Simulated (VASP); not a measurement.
Wanted: the native input for a VASP 6.6.1 run.

| Item | Value |
| --- | --- |
| Task | single point |
| Functional | PBE |
| Potentials or basis | VASP PAW PBE potentials, release 64 (Co_sv, Al) |
| Cutoff | 600 eV |
| k mesh | 11 × 11 × 6 |
| Occupations | fermi-dirac, width 0.1 eV |
| Spin | no spin polarisation |
| Dipole correction | no |
| Further INCAR settings | ALGO = Normal; EDIFF = 1e-06; NBANDS = 28 |

The structure of AlCo (NiAs type) lies in POSCAR:

```
AlCo
1.0
    2.6691995558      0.0000000000      0.0000000000
   -1.3345997779      2.3115946231      0.0000000000
    0.0000000000      0.0000000000      7.4915250831
Co Al
2 2
Direct
    0.0000000000      0.0000000000      0.0000000000
    0.0000000000      0.0000000000      0.5000000000
    0.3333333333      0.6666666667      0.2500000000
    0.6666666667      0.3333333333      0.7500000000
```

One way to write it, as run:

INCAR

```
ALGO = Normal
EDIFF = 1E-6
ENCUT = 600
GGA = PE
GGA_COMPAT = F
ISIF = 2
ISMEAR = -1
LASPH = T
LCHARG = F
LREAL = F
LWAVE = F
NBANDS = 28
NELM = 120
PREC = Accurate
SIGMA = 0.1
```

KPOINTS

```
k-points
0
Gamma
  11 11 6
```

Potentials or basis: VASP PAW PBE potentials, release 64 (Co_sv, Al).

Command:

```console
$ cat potpaw_PBE.64/Co_sv/POTCAR potpaw_PBE.64/Al/POTCAR > POTCAR
$ mpirun -np 1 vasp_std > vasp.out
```

It gave:

| Item | Value |
| --- | --- |
| Pressure | 8.4 GPa |
| Band gap on the k mesh | zero (bands 20 and 21 overlap by 1.44 eV) |

Caveat: the cell stands under pressure; the run has no spin polarisation, though such a crystal can be magnetic.

Wall time 2.3 min on 1 thread of Intel(R) Xeon(R) Platinum 8488C (Sapphire Rapids), on a shared host, peak memory 0.23 GiB.
